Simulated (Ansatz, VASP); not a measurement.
# Mg3Te2O in VASP and in Ansatz

```xyz
6
Lattice="7.1802 0.0000 0.0000 -3.5901 6.2182 0.0000 0.0000 0.0000 3.9682" Properties=species:S:1:pos:R:3 pbc="T T T"
Mg    3.5901    0.0000    1.9841
Mg    1.7950    3.1091    1.9841
Mg   -1.7950    3.1091    1.9841
Te    0.0000    4.1455    0.0000
Te    3.5901    2.0727    0.0000
O     0.0000    0.0000    0.0000
```

Change from the starting cell: species swapped into the SmAl3Pd2 type (P6/mmm, No. 191).

Alike in both runs: functional PBE; k mesh 3 × 3 × 4; occupations gaussian, width 0.1 eV; no spin polarisation.

Ansatz relaxed the structure, and its values are those at the end. VASP's run is a single point on that final structure, the one shown.

|  | VASP | Ansatz |
| --- | --- | --- |
| version | VASP 6.6.1 | Ansatz 0.2.0 |
| potentials or method | VASP PAW PBE potentials, release 64 (Mg, Te, O), cutoff 520 eV | scalar-relativistic, plane waves, PAW |
| valence electrons in the cell | 24 | 68 |

VASP gave:

- gap on the k mesh at the Fermi level (eV): none
- pressure (GPa): 0.0

**Question.** What did Ansatz give for the same quantities?

**Answer.** gap on the k mesh at the Fermi level (eV): none; pressure (GPa): 0.1.

A gap of «none» marks a metal or a gap that the smearing closes. The functional is the same, so the differences come from potentials, cutoffs and numerics. VASP's potentials hold 24 valence electrons a cell and Ansatz's 68, so a difference there can come from the potentials and not from the codes.

The k mesh is coarse, so the values compare programs but aren't converged. Spin-orbit coupling is off throughout.
